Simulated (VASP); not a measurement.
Wanted: the native input for a VASP 6.6.1 run.

* Task: single point
* Functional: PBE
* Dispersion: D3(BJ)
* Potentials or basis: VASP PAW PBE potentials, release 64 (Na_pv, S, Li_sv, Cl)
* Cutoff: 520 eV
* k mesh: 1 × 1 × 1, shifted
* Occupations: fermi-dirac, width 0.1551 eV
* Spin: no spin polarisation
* Dipole correction: no
* Further INCAR settings: LREAL = Auto; ALGO = Normal; EDIFF = 1e-06; NBANDS = 71; ISYM = 0

The structure of Na4Li7S2Cl7 lies in POSCAR:

```
Na4Li7S2Cl7
1.0
    7.4728680000      0.0415700000     -0.1084870000
    0.0415700000      7.3694800000     -0.0643420000
   -0.1084870000     -0.0643420000      7.5562280000
Na S Li Cl
4 2 7 7
Direct
    0.5419308026      0.6261580523      0.4981863581
    0.8586417137      0.6768651872      0.8361598305
    0.5055688419      0.8160135958      0.9351803034
    0.9783731391      0.0694540067      0.1951895280
    0.3466076285      0.5850377162      0.1858386113
    0.1194948875      0.3530292659      0.3167840159
    0.7180103355      0.2328884970      0.6267260992
    0.0855222393      0.6347688131      0.3268663077
    0.1621455789      0.2603613502      0.5967510321
    0.5780562552      0.3981045566      0.0874602291
    0.4150195131      0.1532497530      0.1965178416
    0.2020316310      0.4890257314     -0.0801062780
    1.2007161040      0.9897471078      0.7509447037
    0.8074381572      0.6322244925      0.1826793913
    0.4761596960      0.1691080602      0.8651025204
   -0.0696141619      0.2499481840      0.7934674463
    0.6745618183      0.0825672691      0.3773332053
    0.1759363747      0.9085790906      1.0014005143
    0.3052194432      0.5030720076      0.6906386362
    0.1459022999      0.8988363483      0.4781425906
```

The input as run:

INCAR

```
ALGO     = Normal         # electronic algorithm
EDIFF    = 1E-6           # SCF threshold, eV
ENCUT    = 520            # plane-wave cutoff, eV
GGA      = PE             # functional
ISIF     = 2              # what is computed and relaxed
ISMEAR   = -1             # smearing method
ISYM     = 0            
IVDW     = 12             # dispersion correction
LASPH    = True           # aspherical terms in the spheres
LCHARG   = True           # write CHGCAR
LELF     = True           # ELF
LREAL    = Auto         
LVHAR    = True         
LWAVE    = False          # write WAVECAR
NBANDS   = 71             # bands
NELM     = 100            # most SCF steps
PREC     = Accurate       # precision mode
SIGMA    = 0.1551         # smearing width, eV
```

KPOINTS

```
Automatic mesh
0
Gamma
  1 1 1
  0.25 0.25 0.25
```

Potentials or basis: VASP PAW PBE potentials, release 64 (Na_pv, S, Li_sv, Cl).

Launch:

```sh
$ cat potpaw_PBE.64/Na_pv/POTCAR potpaw_PBE.64/S/POTCAR potpaw_PBE.64/Li_sv/POTCAR potpaw_PBE.64/Cl/POTCAR > POTCAR
$ mpirun -np 1 vasp_std > vasp.out
```

It gave:

```yaml
Largest_force: 2.746 eV/Å
Band_gap_on_the_k_mesh: 0.22 eV
Dispersion_energy_per_atom: -0.206 eV
```

Caveat: the k points lie up to 0.85 Å⁻¹ apart.

Run time: 56 s on 1 thread of Intel(R) Xeon(R) Platinum 8488C (Sapphire Rapids), on a shared host, peak memory 0.46 GiB.
